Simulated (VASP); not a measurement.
A run of VASP 6.6.1:

File INCAR:

```
SYSTEM = InGa3P4
ALGO = Normal
EDIFF = 1E-7
ENCUT = 520
GGA = PE
ISIF = 2
ISMEAR = 0
LASPH = .TRUE.
LCHARG = .FALSE.
LREAL = .FALSE.
LWAVE = .FALSE.
NBANDS = 46
NELM = 80
PREC = Accurate
SIGMA = 0.02
```

Contents of KPOINTS:

```
k-points
0
G
  8 8 4
  0 0 0
```

POSCAR

```
InGa3P4
1.0
    4.0052502794      0.0000000000      0.0000000000
    0.0000000000      4.0052502794      0.0000000000
    0.0000000000      0.0000000000     11.3962548134
In Ga P
1 3 4
Direct
    0.5000000000      0.5000000000      0.0000000000
    0.0000000000      0.0000000000      0.7405124507
    0.0000000000      0.0000000000      0.2594875493
    0.5000000000      0.5000000000      0.5000000000
    0.5000000000      0.0000000000      0.8595395373
    0.0000000000      0.5000000000      0.1404604627
    0.5000000000      0.0000000000      0.3798238888
    0.0000000000      0.5000000000      0.6201761112
```

Potentials or basis: VASP PAW PBE potentials, release 64 (In_d, Ga_d, P).

The run is started by

```bash
$ cat potpaw_PBE.64/In_d/POTCAR potpaw_PBE.64/Ga_d/POTCAR potpaw_PBE.64/P/POTCAR > POTCAR
$ mpirun -np 1 vasp_std > vasp.out
```

Hardware: 1 thread of Oxide Virtual Turin-like Processor, with other jobs on the host.

How long does it take, and how much memory?

It took 13 min on 1 thread of Oxide Virtual Turin-like Processor, with other jobs on the host, peak memory 0.43 GiB. Counts: scf iterations 20, k points 45.
